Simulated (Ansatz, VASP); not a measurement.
# SnSe in VASP and in Ansatz

```
Sn Se
1.0
     4.30675    0.00000    0.00000
     0.00000    4.30675    0.00000
     0.00000    0.00000   10.99069
Sn Se
2 2
Cartesian
  2.1534 0.0000 4.0911
  0.0000 2.1534 6.8996
  2.1534 0.0000 6.7707
  0.0000 2.1534 4.2200
```

Change from the starting cell: strain +0.0050 x Voigt [1, 1, 0, 0, 0, 0], atoms carried along.

Alike in both runs: task single point; functional LDA; k mesh 6 × 6 × 4; occupations gaussian, width 0.05 eV; no spin polarisation.

|  | VASP | Ansatz |
| --- | --- | --- |
| version | VASP 6.6.1 | Ansatz 0.2.0 |
| potentials or method | VASP PAW LDA potentials, release 64 (Sn_d, Se), cutoff 520 eV | scalar-relativistic, plane waves, PAW |
| valence electrons in the cell | 40 | 60 |

```tsv
	VASP	Ansatz	Ansatz less VASP
gap on the k mesh at the Fermi level (eV)	1.45	1.46	+0.013
least direct gap on the mesh (eV)	1.45	1.46	+0.013
rms of the force components (eV/Å)	0.102	0.113	+0.0112
```

LDA's correlation is that of Perdew and Zunger in VASP and of Perdew and Wang (1992) in Ansatz. Atom by atom the forces differ by 0.013 eV/Å (rms over components). VASP's potentials hold 40 valence electrons a cell and Ansatz's 60, so a difference there can come from the potentials and not from the codes.
